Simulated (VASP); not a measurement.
# Ge (P6_3/mmc) in VASP: a series of runs, part 2 of 2

VASP 6.6.1. Earlier steps stand in the parts before.

## (3) Relaxation of cell and atoms, BLYP+D3(BJ)

INCAR

```
SYSTEM = Ge
PREC     = Accurate       ! precision mode
ENCUT    = 600            ! plane-wave cutoff, eV
EDIFF    = 1E-6           ! SCF threshold, eV
ISMEAR   = -1             ! smearing method
SIGMA    = 0.1            ! smearing width, eV
LREAL    = .False.        ! projectors in reciprocal space
LASPH    = .True.         ! aspherical terms in the spheres
NELM     = 100            ! most SCF steps
ALGO     = Normal         ! electronic algorithm
ISIF     = 3              ! what is computed and relaxed
LWAVE    = .False.        ! write WAVECAR
LCHARG   = .False.        ! write CHGCAR
GGA      = B5             ! functional
ALDAX    = 1.0          
AGGAX    = 1.0          
AGGAC    = 1.0          
ALDAC    = 0.0          
IVDW     = 12             ! dispersion correction
VDW_S6   = 1.0          
VDW_S8   = 2.6996       
VDW_A1   = 0.4298       
VDW_A2   = 4.2359       
IBRION   = 2              ! ionic algorithm
NSW      = 80             ! ionic steps
EDIFFG   = -0.01          ! ionic threshold
```

KPOINTS

```
Automatic mesh
0
Gamma
  8 8 4
  0 0 0
```

POSCAR

```
Ge
1.0
    3.9975858400      0.0000000000      0.0000000000
   -1.9987929200      3.4620108900      0.0000000000
    0.0000000000      0.0000000000      6.5993779500
Ge
4
Direct
    0.6666666700      0.3333333300      0.0629012500
    0.3333333300      0.6666666700      0.5629012500
    0.6666666700      0.3333333300      0.4370987500
    0.3333333300      0.6666666700      0.9370987500
```

Potentials or basis: VASP PAW PBE potentials, release 64 (Ge_d).

The run is started by

```sh
cat potpaw_PBE.64/Ge_d/POTCAR > POTCAR
mpirun -np 1 vasp_std > vasp.out
```

OUTCAR:

```text
SYSTEM = Ge
   PREC = Accurate
   ENCUT = 600
   EDIFF = 1E-6
   ISMEAR = -1
   LREAL = .False.
   LASPH = .True.
   NELM = 100
   ISIF = 3
   GGA = B5
   IVDW = 12
   IBRION = 2
   NSW = 80
   EDIFFG = -0.01
 IVDW          = 12

 ion  position               nearest neighbor table
   1  0.667  0.333  0.063-   4 2.45   4 2.45   4 2.45   3 2.47
   2  0.333  0.667  0.563-   3 2.45   3 2.45   3 2.45   4 2.47
   3  0.667  0.333  0.437-   2 2.45   2 2.45   2 2.45   1 2.47
   4  0.333  0.667  0.937-   1 2.45   1 2.45   1 2.45   2 2.47

  LATTYP: Found a hexagonal cell.
 ALAT       =     3.9975858400
 C/A-ratio  =     1.6508408360

  Lattice vectors:

 A1 = (   3.9975858400,   0.0000000000,   0.0000000000)
 A2 = (  -1.9987929200,   3.4620108900,   0.0000000000)
 A3 = (   0.0000000000,   0.0000000000,   6.5993779500)

Analysis of symmetry for initial positions (statically):
[... 228 lines left out ...]
 fundamental gap:      0.1914084312
 Fermi energy:         5.0262806844

 k-point     1 :       0.0000    0.0000    0.0000
  band No.  band energies     occupation
      1     -19.7922      2.00000
      2     -19.7922      2.00000
      3     -19.7580      2.00000
      4     -19.7570      2.00000
      5     -19.7570      2.00000
      6     -19.7467      2.00000
[... 1064 lines left out ...]
--------------------------------------- Ionic step        7  -------------------------------------------

 number of electron      55.9999988 magnetization

 Free energy of the ion-electron system (eV)
  ---------------------------------------------------
  ext. energy  EPLUGINS =         0.00000000
  ---------------------------------------------------
  free energy    TOTEN  =       -15.17485940 eV

  energy without entropy =      -15.16810094  energy(sigma->0) =      -15.17148017

 E-fermi :   5.0941     XC(G=0):  -9.1744

 val. band max:        4.9481073440   @ k =   0.0000   0.0000   0.0000
 cond. band min:       5.1401473382   @ k =   0.0000   0.0000   0.2500
 fundamental gap:      0.1920399943
 Fermi energy:         5.0941208231

 k-point     1 :       0.0000    0.0000    0.0000
  band No.  band energies     occupation
      1     -19.7370      2.00000
      2     -19.7370      2.00000
      3     -19.7016      2.00000
      4     -19.7014      2.00000
      5     -19.7014      2.00000
      6     -19.6900      2.00000
[... 890 lines left out ...]
  FREE ENERGIE OF THE ION-ELECTRON SYSTEM (eV)
  ---------------------------------------------------
  free  energy   TOTEN  =       -17.7968098010 eV

  energy  without entropy=      -17.7900513424  energy(sigma->0) =      -17.79343057

 reached required accuracy - stopping structural energy minimisation
```

Run time: 3.7 min. Hardware: 1 thread of Intel Xeon 6975P-C (Granite Rapids), shared host; peak memory 0.28 GiB.

Results:

- Free energy: -17.7968 eV
- Relaxed volume: 23.53 Å³/atom
- Relaxed cell: a = 4.038 Å, b = 4.038 Å, c = 6.668 Å, α = 90.00°, β = 90.00°, γ = 120.00°
- Space group after relaxing (to 0.1 Å): P6_3/mmc (No. 194)
- Energy gained by relaxing: 3.9 meV/atom
- Ionic steps: 7
- Pressure after relaxing: 0.0 GPa
- Band gap on the k mesh: 0.19 eV (least direct gap 0.25 eV)
- Dispersion energy per atom: -0.655 eV

Step by step:
| step | energy change (eV) | largest force (eV/Å) | pressure (GPa) | volume (Å³) |
| --- | --- | --- | --- | --- |
| 1 | 0.0000 | 0.0346 | 1.81 | 91.33 |
| 2 | -0.0150 | 0.0201 | -0.27 | 94.78 |
| 3 | -0.0157 | 0.0097 | -0.06 | 94.23 |
| 4 | -0.0157 | 0.0077 | 0.05 | 94.13 |
| 5 | -0.0157 | 0.0042 | -0.04 | 94.14 |
| 6 | -0.0157 | 0.0025 | 0.07 | 94.14 |
| 7 | -0.0157 | 0.0006 | -0.04 | 94.14 |

Final structure:
```
Ge
1.0
     4.03768    0.00000    0.00000
    -2.01884    3.49673    0.00000
     0.00000    0.00000    6.66762
Ge
4
Direct
  0.66667 0.33333 0.06306
  0.33333 0.66667 0.56306
  0.66667 0.33333 0.43694
  0.33333 0.66667 0.93694
```

Caveat: the PAW data sets were made with another functional, which shifts forces and pressure a little. A k mesh can miss the band edges.

## (4) Relaxation of cell and atoms, LDA

INCAR

```
PREC     = Accurate       # precision mode
ENCUT    = 600            # plane-wave cutoff, eV
EDIFF    = 1E-6           # SCF threshold, eV
ISMEAR   = -1             # smearing method
SIGMA    = 0.1            # smearing width, eV
LREAL    = False          # projectors in reciprocal space
LASPH    = True           # aspherical terms in the spheres
NELM     = 60             # most SCF steps
ALGO     = Normal         # electronic algorithm
ISIF     = 3              # what is computed and relaxed
LWAVE    = False          # write WAVECAR
LCHARG   = False          # write CHGCAR
IBRION   = 2              # ionic algorithm
NSW      = 80             # ionic steps
EDIFFG   = -0.01          # ionic threshold
```

KPOINTS

```
Automatic mesh
0
Gamma
  8 8 4
```

POSCAR is that of step 3.

Potentials or basis: VASP PAW LDA potentials, release 64 (Ge_d).

The run is started by

```sh
cat potpaw_LDA.64/Ge_d/POTCAR > POTCAR
mpirun -np 1 vasp_std > vasp.out
```

Wall time 2.1 min (1 thread of Intel Xeon 6975P-C (Granite Rapids), shared host); peak memory 0.23 GiB.

Results (log left out):

- Free energy: -20.7144 eV
- Relaxed volume: 22.22 Å³/atom
- Relaxed cell: a = 3.964 Å, b = 3.964 Å, c = 6.532 Å, α = 90.00°, β = 90.00°, γ = 120.00°
- Space group after relaxing (to 0.1 Å): P6_3/mmc (No. 194)
- Energy gained by relaxing: 3.5 meV/atom
- Ionic steps: 7
- Pressure after relaxing: 0.0 GPa
- Largest force after relaxing: 0.008 eV/Å
- Band gap on the k mesh: zero (bands 28 and 29 overlap by 0.01 eV)

Forces in eV/Å, atoms in the order of the input:
```
Ge   0.000  0.000 -0.008
Ge   0.000  0.000 -0.008
Ge   0.000  0.000  0.008
Ge   0.000  0.000  0.008
```

Step by step:
| step | energy change (eV) | largest force (eV/Å) | pressure (GPa) | volume (Å³) |
| --- | --- | --- | --- | --- |
| 1 | 0.0000 | 0.0023 | -1.72 | 91.33 |
| 2 | -0.0127 | 0.0105 | 0.47 | 88.13 |
| 3 | -0.0141 | 0.0084 | 0.10 | 88.81 |
| 4 | -0.0141 | 0.0080 | -0.15 | 88.94 |
| 5 | -0.0141 | 0.0078 | 0.07 | 88.86 |
| 6 | -0.0141 | 0.0012 | -0.06 | 88.98 |
| 7 | -0.0141 | 0.0081 | -0.03 | 88.89 |

Final structure:
```cif
data_structure
_symmetry_space_group_name_H-M 'P 1'
_symmetry_Int_Tables_number 1
_cell_length_a 3.9640
_cell_length_b 3.9640
_cell_length_c 6.5323
_cell_angle_alpha 90.000
_cell_angle_beta 90.000
_cell_angle_gamma 120.000
_cell_volume 88.89
loop_
_atom_site_label
_atom_site_type_symbol
_atom_site_fract_x
_atom_site_fract_y
_atom_site_fract_z
_atom_site_occupancy
Ge1 Ge 0.66667 0.33333 0.06287 1
Ge2 Ge 0.33333 0.66667 0.56287 1
Ge3 Ge 0.66667 0.33333 0.43713 1
Ge4 Ge 0.33333 0.66667 0.93713 1
```

Levels at points of the mesh, in eV from the Fermi level:
| k point | band 26 | band 27 | band 28 | band 29 | band 30 | band 31 |
| --- | --- | --- | --- | --- | --- | --- |
| (0.00, 0.00, 0.00) | -0.17 | -0.15 | 0.07 | 0.11 | 0.11 | 2.22 |
| (0.50, 0.00, 0.00) | -3.17 | -2.94 | -1.49 | 0.41 | 1.64 | 3.48 |
| (0.00, 0.00, 0.50) | -0.90 | -0.90 | -0.90 | 0.65 | 0.65 | 3.35 |
| (0.50, 0.00, 0.50) | -2.63 | -2.50 | -2.50 | 0.45 | 0.45 | 2.04 |

Caveat: semilocal functionals underestimate gaps, so a narrow gap can read as zero.

## (5) Overview

```csv
level,potentials or basis,gap on the mesh (eV),pressure (GPa),relaxed volume (Å³/atom)
PBEsol,"VASP PAW PBE potentials, release 64 (Ge_d)",0.06,0.0,22.80
BLYP+D3(BJ),"VASP PAW PBE potentials, release 64 (Ge_d)",0.19,0.0,23.53
LDA,"VASP PAW LDA potentials, release 64 (Ge_d)",none,0.0,22.22
```

Alike in all rows: task relaxation of cell and atoms; no spin polarisation; cell relaxed; k mesh 8 × 8 × 4; cutoff (eV) 600; smearing fermi-dirac 0.1 eV.

Caveats: the PAW data sets were made with another functional, which shifts forces and pressure a little (at least some runs); semilocal functionals underestimate gaps, so a narrow gap can read as zero (at least some runs).

Absolute energies hang on the potentials; compare differences alone.
